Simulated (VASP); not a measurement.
# Ga (C2/c) in VASP: a series of runs

Aim: see how the results for Ga move with the level of theory and the settings. Levels: PBE, PBEsol, RPBE, RPBE+D3(BJ). Tasks: relaxation of cell and atoms.

Everything below comes from runs of VASP 6.6.1. Logs are shortened: lines on timing, memory, paths and dates and some standing lists are left out, and cuts for length are marked.

### Step 1. The cell of the first run

Symmetry: C2/c, No. 15, monoclinic system. Conventional cell: a = 2.766 Å, b = 8.053 Å, c = 3.332 Å, α = 90.00°, β = 92.02°, γ = 90.00°. Within 3.5 Å of Ga (site symmetry 2) lie 10 Ga at 2.69 to 3.33 Å.

### Step 2. Relaxation of cell and atoms, PBE

File INCAR:

```
  PREC = Accurate
  ENCUT = 600
  EDIFF = 1E-6
  ISMEAR = -1
  SIGMA = 0.05
  LREAL = F
  LASPH = T
  NELM = 80
  ALGO = Fast
  ISIF = 3
  LWAVE = F
  LCHARG = F
  GGA = PE
  IBRION = 2
  NSW = 60
  EDIFFG = -0.01
```

File KPOINTS:

```
regular mesh
0
Gamma
  10 10 8
```

File POSCAR:

```
Ga
1.0
    1.3830000000     -4.0265000000      0.0000000000
    1.3830000000      4.0265000000      0.0000000000
   -0.1174474948      0.0000000000      3.3299294416
Ga
2
Direct
    0.1310000000      0.8690000000      0.7500000000
    0.8690000000      0.1310000000      0.2500000000
```

Potentials or basis: VASP PAW PBE potentials, release 64 (Ga_d).

On the command line:

```console
> cat potpaw_PBE.64/Ga_d/POTCAR > POTCAR
> mpirun -np 1 vasp_std > vasp.out
```

OUTCAR:

```text
PREC = Accurate
   ENCUT = 600
   EDIFF = 1E-6
   ISMEAR = -1
   LREAL = F
   LASPH = T
   NELM = 80
   ISIF = 3
   GGA = PE
   IBRION = 2
   NSW = 60
   EDIFFG = -0.01

 ion  position               nearest neighbor table
   1  0.131  0.869  0.750-   2 2.69   2 2.69   2 2.86   2 2.86   2 2.92   2 2.92
   2  0.869  0.131  0.250-   1 2.69   1 2.69   1 2.86   1 2.86   1 2.92   1 2.92

  LATTYP: Found a base centered monoclinic cell.
 ALAT       =     2.7660000000
 B/A-ratio  =     2.9114244396
 C/A-ratio  =     1.2046276211
 COS(beta)  =    -0.0352483478

  Lattice vectors:

 A1 = (   1.3830000000,  -4.0265000000,   0.0000000000)
 A2 = (   1.3830000000,   4.0265000000,   0.0000000000)
 A3 = (  -0.1174474948,   0.0000000000,   3.3299294416)

Analysis of symmetry for initial positions (statically):
=====================================================================
 Subroutine PRICEL returns:
 Original cell was already a primitive cell.

 Routine SETGRP: Setting up the symmetry group for a
 base centered monoclinic supercell.

 Subroutine GETGRP returns: Found  4 space group operations
 (whereof  2 operations were pure point group operations)
 out of a pool of  4 trial point group operations.

The static configuration has the point symmetry S_2 .
 The point group associated with its full space group is C_2h.

Analysis of symmetry for dynamics (positions and initial velocities):
=====================================================================
 Subroutine PRICEL returns:
 Original cell was already a primitive cell.

 Routine SETGRP: Setting up the symmetry group for a
 base centered monoclinic supercell.

 Subroutine GETGRP returns: Found  4 space group operations
 (whereof  2 operations were pure point group operations)
 out of a pool of  4 trial point group operations.

The dynamic configuration has the point symmetry S_2 .
 The point group associated with its full space group is C_2h.

 Subroutine INISYM returns: Found  4 space group operations
 (whereof  2 operations are pure point group operations),
 and found     1 'primitive' translations

----------------------------------------------------------------------------------------

                                     Primitive cell

  volume of cell :      37.0864

  direct lattice vectors                    reciprocal lattice vectors
     1.383000000 -4.026500000  0.000000000     0.361532899 -0.124177325  0.012751361
     1.383000000  4.026500000  0.000000000     0.361532899  0.124177325  0.012751361
    -0.117447495  0.000000000  3.329929442     0.000000000  0.000000000  0.300306663

  length of vectors
     4.257392541  4.257392541  3.332000000     0.382476983  0.382476983  0.300306663

  position of ions in fractional coordinates (direct lattice)
     0.131000000  0.869000000  0.750000000
     0.869000000  0.131000000  0.250000000

  ion indices of the primitive-cell ions
   primitive index   ion index
                 1           1
                 2           2

----------------------------------------------------------------------------------------

 KPOINTS: regular mesh

Automatic generation of k-mesh.
 Grid dimensions read from file:
 generate k-points for:   10   10    8

 Generating k-lattice:

  Cartesian coordinates                     Fractional coordinates (reciprocal lattice)
     0.036153290 -0.012417733  0.001275136     0.100000000  0.000000000 -0.000000000
     0.036153290  0.012417733  0.001275136     0.000000000  0.100000000 -0.000000000
     0.000000000  0.000000000  0.037538333     0.000000000  0.000000000  0.125000000

  Length of vectors
     0.038247698  0.038247698  0.037538333

  Shift w.r.t. Gamma in fractional coordinates (k-lattice)
     0.000000000  0.000000000  0.000000000

 Subroutine IBZKPT returns following result:
 ===========================================

 Found    227 irreducible k-points:

 Following reciprocal coordinates:
            Coordinates               Weight
  0.000000  0.000000  0.000000      1.000000
  0.100000 -0.000000  0.000000      4.000000
  0.200000 -0.000000  0.000000      4.000000
  0.300000 -0.000000  0.000000      4.000000
  0.400000 -0.000000  0.000000      4.000000
  0.500000 -0.000000  0.000000      2.000000
[... 16 lines left out ...]
  0.300000  0.300000  0.000000      2.000000
  0.400000  0.300000  0.000000      4.000000
 [... further k-points ...]
   k-points           NKPTS =    227   k-points in BZ     NKDIM =    227   number of bands    NBANDS=     17
   number of dos      NEDOS =    301   number of ions     NIONS =      2
   total plane-waves  NPLWV =  36288
   dimension x,y,z NGX =    36 NGY =   36 NGZ =   28
   dimension x,y,z NGXF=    72 NGYF=   72 NGZF=   56
   ions per type =               2
   NGX,Y,Z   is equivalent  to a cutoff of  14.06, 14.06, 13.97 a.u.
   NGXF,Y,Z  is equivalent  to a cutoff of  28.12, 28.12, 27.94 a.u.
 SYSTEM =  unknown system
   PREC   = accura    normal or accurate (medium, high low for compatibility)
   ISTART =      0    job   : 0-new  1-cont  2-samecut
   ICHARG =      2    charge: 1-file 2-atom 10-const
   ISPIN  =      1    spin polarized calculation?
   LNONCOLLINEAR =      F non collinear calculations
   LSORBIT =      F    spin-orbit coupling
   LASPH  =      T    aspherical Exc in radial PAW
   ENCUT  =  600.0 eV  44.10 Ry    6.64 a.u.   8.50  8.50  6.65*2*pi/ulx,y,z
   NELM   =     80;   NELMIN=  2; NELMDL= -5     # of ELM steps
   EDIFF  = 0.1E-05   stopping-criterion for ELM
   LREAL  =      F    real-space projection
   EDIFFG = -.1E-01   stopping-criterion for IOM
   NSW    =     60    number of steps for IOM
   IBRION =      2    ionic relax: 0-MD 1-quasi-New 2-CG
   NFREE  =      1    steps in history (QN), initial steepest desc. (CG)
   ISIF   =      3    stress and relaxation
   ISYM   =      2    0-nonsym 1-usesym 2-fastsym
   POTIM  = 0.5000    time-step for ionic-motion
   TEBEG  =    0.0;   TEEND  =   0.0 temperature during run
   PSTRESS=    0.0 pullay stress
   NELECT =      26.0000    total number of electrons
   NUPDOWN=      -1.0000    fix difference up-down
   EMIN   =  10.00;   EMAX   =-10.00  energy-range for DOS
   EFERMI =   0.00;   METHOD = LEGACY
   ISMEAR =    -1;   SIGMA  =   0.05  broadening in eV -4-tet -1-fermi 0-gaus
   EFERMI_NEDOS =   21; number of points for ismear=-14 and -15
   IALGO  =     68    algorithm
   IMIX   =      4    mixing-type and parameters
     AMIX     =   0.40;   BMIX     =  1.00
     AMIX_MAG =   1.60;   BMIX_MAG =  1.00
  volume/ion in A,a.u.               =      18.54       125.14
  Fermi-wavevector in a.u.,A,eV,Ry     =   1.454323  2.748273 28.777089  2.115056
  Thomas-Fermi vector in A             =   2.571487
   LORBIT       =      0    0 simple, 1 ext, 2 COOP (PROOUT), +10 PAW based schemes
   GGA     = PE    functional components
   LHFCALC =     F    Hartree Fock is set to
   AEXX    =    0.0000 exact exchange contribution
   IVDW    =     0    specifies the selected vdW correction
   LEPSILON=     F    determine dielectric tensor
   LRPA    =     F    only Hartree local field effects (RPA)
 conjugate gradient relaxation of ions
 non-spin polarized calculation
 RMM-DIIS sequential band-by-band and
  energy-cutoff  :      600.00
  volume of cell :       37.09
 maximum number of plane-waves:      1265
 NGX is ok and might be reduce to    36
   NGX = 17   NGY = 17   NGZ = 13

--------------------------------------- Ionic step        1  -------------------------------------------

 number of electron      26.0000011 magnetization

 Free energy of the ion-electron system (eV)
  ---------------------------------------------------
  ext. energy  EPLUGINS =         0.00000000
  ---------------------------------------------------
  free energy    TOTEN  =        -5.77236130 eV

  energy without entropy =       -5.76661432  energy(sigma->0) =       -5.76948781

------------------------ aborting loop because EDIFF is reached ----------------------------------------

  FORCE on cell =-STRESS in cart. coord.  units (eV):
  Direction    XX          YY          ZZ          XY          YZ          ZX
  --------------------------------------------------------------------------------------
  -------------------------------------------------------------------------------------
  Total        0.5788336      0.4753241      0.1916197      0.0000000      0.0000000      0.1001023
  in kB       25.0062978     20.5345666      8.2781999      0.0000000      0.0000000      4.3245382
  external PRESSURE =      17.9396881 kB  Pullay stress =       0.0000000 kB
[... 89 lines left out ...]
  FREE ENERGIE OF THE ION-ELECTRON SYSTEM (eV)
  ---------------------------------------------------
  free  energy   TOTEN  =        -5.7847471291 eV

  energy  without entropy=       -5.7790068179  energy(sigma->0) =       -5.78187697

[... ionic steps 4 to 21 ...]

--------------------------------------- Ionic step       22  -------------------------------------------

 number of electron      25.9999992 magnetization

------------------------ aborting loop because EDIFF is reached ----------------------------------------

  FORCE on cell =-STRESS in cart. coord.  units (eV):
  Direction    XX          YY          ZZ          XY          YZ          ZX
  --------------------------------------------------------------------------------------
  -------------------------------------------------------------------------------------
  Total       -0.0252133     -0.0018959     -0.0030297      0.0000000      0.0000000      0.0121767
  in kB       -1.0524560     -0.0791394     -0.1264649      0.0000000      0.0000000      0.5082838
  external PRESSURE =      -0.4193534 kB  Pullay stress =       0.0000000 kB
[... 57 lines left out ...]
  energy  without entropy=       -5.7944164385  energy(sigma->0) =       -5.79604329

--------------------------------------- Ionic step       24  -------------------------------------------

 number of electron      25.9999992 magnetization

 Free energy of the ion-electron system (eV)
  ---------------------------------------------------
  ext. energy  EPLUGINS =         0.00000000
  ---------------------------------------------------
  free energy    TOTEN  =        -5.79768249 eV

  energy without entropy =       -5.79441617  energy(sigma->0) =       -5.79604933

 E-fermi :   5.3476     XC(G=0): -10.8859

 val. band max:        5.3106778053   @ k =  -0.1000   0.1000   0.0000
 cond. band min:       5.3832791305   @ k =  -0.3000  -0.3000   0.3750
 fundamental gap:      0.0726013252
 Fermi energy:         5.3476450144

 k-point     1 :       0.0000    0.0000    0.0000
  band No.  band energies     occupation
      1      -9.7515      2.00000
      2      -9.7276      2.00000
      3      -9.6688      2.00000
      4      -9.6656      2.00000
      5      -9.4804      2.00000
      6      -9.4695      2.00000
[... 9 lines left out ...]
     16      13.2624      0.00000
     17      14.4331      0.00000
[... 443 lines left out ...]
      1      -9.6784      2.00000
      2      -9.6424      2.00000
      3      -9.6003      2.00000
      4      -9.5678      2.00000
      5      -9.5406      2.00000
      6      -9.5275      2.00000
[... 9 lines left out ...]
     16      12.4273      0.00000
     17      12.4925      0.00000

 [... further k-points ...]
[... 5 lines left out ...]
  --------------------------------------------------------------------------------------
  -------------------------------------------------------------------------------------
  Total       -0.0106533     -0.0017414     -0.0054507      0.0000000      0.0000000      0.0120851
  in kB       -0.4447780     -0.0727021     -0.2275667      0.0000000      0.0000000      0.5045543
  external PRESSURE =      -0.2483489 kB  Pullay stress =       0.0000000 kB
[... 17 lines left out ...]
  FREE ENERGIE OF THE ION-ELECTRON SYSTEM (eV)
  ---------------------------------------------------
  free  energy   TOTEN  =        -5.7976824870 eV

  energy  without entropy=       -5.7944161687  energy(sigma->0) =       -5.79604933

 reached required accuracy - stopping structural energy minimisation
```

It took 16 min on 1 thread of Intel Xeon 6975P-C (Granite Rapids), shared host; peak memory 0.31 GiB.

Results:

| Property | Result |
| --- | --- |
| Free energy | -5.7977 eV |
| Relaxed volume | 19.19 Å³/atom |
| Relaxed cell | a = 4.353 Å, b = 4.353 Å, c = 3.226 Å, α = 90.05°, β = 90.05°, γ = 141.11° |
| Space group after relaxing (to 0.1 Å) | Cmcm (No. 63) |
| Energy gained by relaxing | 12.7 meV/atom |
| Ionic steps | 24 |
| Pressure after relaxing | 0.0 GPa |
| Band gap on the k mesh | zero (bands 13 and 14 overlap by 8.75 eV) |

Forces on the atoms (eV/Å):
```
Ga   0.000  0.002  0.000
Ga   0.000 -0.002  0.000
```

Stress tensor (GPa, compression positive):
```
-0.04  0.00  0.05
 0.00 -0.01  0.00
 0.05  0.00 -0.02
```

Step by step:
| step | energy change (eV) | largest force (eV/Å) | pressure (GPa) | volume (Å³) |
| --- | --- | --- | --- | --- |
| 1 | 0.0000 | 0.2054 | 1.79 | 37.09 |
| 2 | -0.0114 | 0.1163 | 0.14 | 38.21 |
| 3 | -0.0124 | 0.0875 | -0.46 | 38.66 |
| 4 | -0.0155 | 0.0531 | -0.28 | 38.51 |
| 5 | -0.0185 | 0.0076 | -0.05 | 38.33 |
| 6 | -0.0224 | 0.0810 | 0.92 | 37.95 |
| 7 | -0.0236 | 0.0905 | 0.31 | 38.06 |
| 8 | -0.0239 | 0.0996 | 0.24 | 38.12 |
| 9 | -0.0239 | 0.1023 | 0.30 | 38.14 |
| 10 | -0.0244 | 0.0719 | 0.45 | 38.19 |
| 11 | -0.0250 | 0.0178 | -0.07 | 38.36 |
| 12 | -0.0251 | 0.0079 | 0.22 | 38.34 |
| 13 | -0.0252 | 0.0091 | -0.01 | 38.33 |
| 14 | -0.0252 | 0.0054 | 0.13 | 38.32 |
| 15 | -0.0253 | 0.0021 | 0.01 | 38.29 |
| 16 | -0.0251 | 0.0177 | 0.23 | 38.24 |
| 17 | -0.0253 | 0.0069 | 0.18 | 38.29 |
| 18 | -0.0253 | 0.0126 | 0.07 | 38.36 |
| 19 | -0.0253 | 0.0108 | 0.03 | 38.36 |
| 20 | -0.0253 | 0.0072 | 0.06 | 38.36 |
| 21 | -0.0253 | 0.0003 | -0.19 | 38.39 |
| 22 | -0.0253 | 0.0063 | -0.04 | 38.38 |
| 23 | -0.0253 | 0.0035 | -0.12 | 38.38 |
| 24 | -0.0253 | 0.0023 | -0.02 | 38.38 |

Final structure:
```cif
data_structure
_symmetry_space_group_name_H-M 'P 1'
_symmetry_Int_Tables_number 1
_cell_length_a 4.3527
_cell_length_b 4.3527
_cell_length_c 3.2260
_cell_angle_alpha 90.046
_cell_angle_beta 90.046
_cell_angle_gamma 141.106
_cell_volume 38.38
loop_
_atom_site_label
_atom_site_type_symbol
_atom_site_fract_x
_atom_site_fract_y
_atom_site_fract_z
_atom_site_occupancy
Ga1 Ga 0.13535 0.86465 0.75000 1
Ga2 Ga 0.86465 0.13535 0.25000 1
```

Levels at points of the mesh, in eV from the Fermi level:
| k point | band 11 | band 12 | band 13 | band 14 | band 15 | band 16 |
| --- | --- | --- | --- | --- | --- | --- |
| (0.00, 0.00, 0.00) | -10.99 | -2.10 | -1.65 | 2.68 | 6.32 | 7.91 |
| (0.50, 0.00, 0.00) | -6.42 | -5.25 | -1.62 | -0.28 | 6.44 | 6.57 |
| (0.50, 0.50, 0.00) | -9.12 | -8.25 | 4.73 | 5.73 | 6.05 | 6.71 |
| (0.00, 0.00, 0.50) | -7.31 | -7.31 | 1.78 | 1.78 | 2.52 | 2.52 |
| (0.50, 0.00, 0.50) | -2.92 | -2.91 | -1.58 | -1.58 | 1.94 | 1.97 |
| (0.50, 0.50, 0.50) | -5.64 | -5.64 | -4.03 | -4.03 | 9.68 | 9.68 |

PBE usually gives volumes a little too large and moduli too small. Zero-point motion and thermal expansion aren't in these numbers.

### Step 3. Relaxation of cell and atoms, PBEsol

File INCAR:

```
PREC = Accurate
ENCUT = 600
EDIFF = 1E-6
ISMEAR = -1
SIGMA = 0.05
LREAL = F
LASPH = T
NELM = 80
ALGO = Fast
ISIF = 3
LWAVE = F
LCHARG = F
GGA = PS
IBRION = 2
NSW = 60
EDIFFG = -0.01
```

File KPOINTS:

```
Automatic mesh
0
Gamma
  10 10 8
```

POSCAR is that of step 2.

Potentials or basis: VASP PAW PBE potentials, release 64 (Ga_d).

On the command line:

```console
> cat potpaw_PBE.64/Ga_d/POTCAR > POTCAR
> mpirun -np 1 vasp_std > vasp.out
```

Wall time 14 min (1 thread of Intel Xeon 6975P-C (Granite Rapids), shared host); peak memory 0.31 GiB.

The run converged. Its results:

```yaml
Free_energy: -6.6987 eV
Relaxed_volume: 17.96 Å³/atom
Relaxed_cell: a = 4.254 Å, b = 4.254 Å, c = 3.170 Å, α = 90.15°, β = 90.15°, γ = 141.24°
Space_group_after_relaxing_to_0.1_Å: Cmcm (No. 63)
Energy_gained_by_relaxing: 12.3 meV/atom
Ionic_steps: 19
Pressure_after_relaxing: 0.0 GPa
Largest_force_after_relaxing: 0.006 eV/Å
Band_gap_on_the_k_mesh: zero (bands 13 and 14 overlap by 9.17 eV)
```

Forces on the atoms (eV/Å):
```
Ga   0.000 -0.006  0.000
Ga   0.000  0.006  0.000
```

Step by step:
```csv
step,energy change (eV),largest force (eV/Å),pressure (GPa),volume (Å³)
1,0.0000,0.1979,-1.88,37.09
2,-0.0128,0.1286,-0.16,35.93
3,-0.0138,0.1067,0.35,35.60
4,-0.0138,0.0983,0.57,35.49
5,-0.0173,0.0505,0.48,35.58
6,-0.0214,0.0448,0.22,35.75
7,-0.0180,0.2264,-0.10,36.05
8,-0.0223,0.0881,0.15,35.83
9,-0.0224,0.1233,0.02,35.87
10,-0.0234,0.0546,-0.07,35.99
11,-0.0238,0.0779,-0.08,35.95
12,-0.0245,0.0202,0.19,35.87
13,-0.0245,0.0079,0.29,35.86
14,-0.0243,0.0190,-0.25,36.11
15,-0.0246,0.0118,-0.16,35.92
16,-0.0246,0.0127,0.01,35.91
17,-0.0246,0.0048,-0.07,35.92
18,-0.0246,0.0089,-0.06,35.92
19,-0.0246,0.0057,0.01,35.91
```

Final structure:
```
CELL_PARAMETERS angstrom
1.41133 -4.01297 0.02032
1.41133 4.01297 0.02032
-0.07081 0.00000 3.16952
ATOMIC_POSITIONS crystal
Ga 0.13517 0.86483 0.75000
Ga 0.86482 0.13517 0.25000
```

Levels at points of the mesh, in eV from the Fermi level:
```tsv
k point	band 9	band 10	band 11	band 12	band 13	band 14	band 15	band 16	band 17
(0.00, 0.00, 0.00)	-14.81	-14.66	-11.59	-2.37	-1.57	2.54	6.30	8.40	9.60
(0.50, 0.00, 0.00)	-14.72	-14.71	-6.62	-5.58	-1.82	-0.25	6.68	6.82	9.19
(0.50, 0.50, 0.00)	-14.77	-14.72	-9.61	-8.71	4.73	5.78	6.39	6.97	7.07
(0.00, 0.00, 0.50)	-14.73	-14.73	-7.74	-7.74	1.72	1.72	2.57	2.57	11.02
(0.50, 0.00, 0.50)	-14.70	-14.70	-3.01	-2.99	-1.76	-1.71	1.86	1.99	4.26
(0.50, 0.50, 0.50)	-14.81	-14.81	-5.88	-5.88	-4.44	-4.44	10.23	10.23	11.83
```

Caveat: the PAW data sets were made with another functional, which shifts forces and pressure a little.

[end of part 1 of 2]

The gap in the log of VASP goes by the Fermi energy; the results here count the filled bands.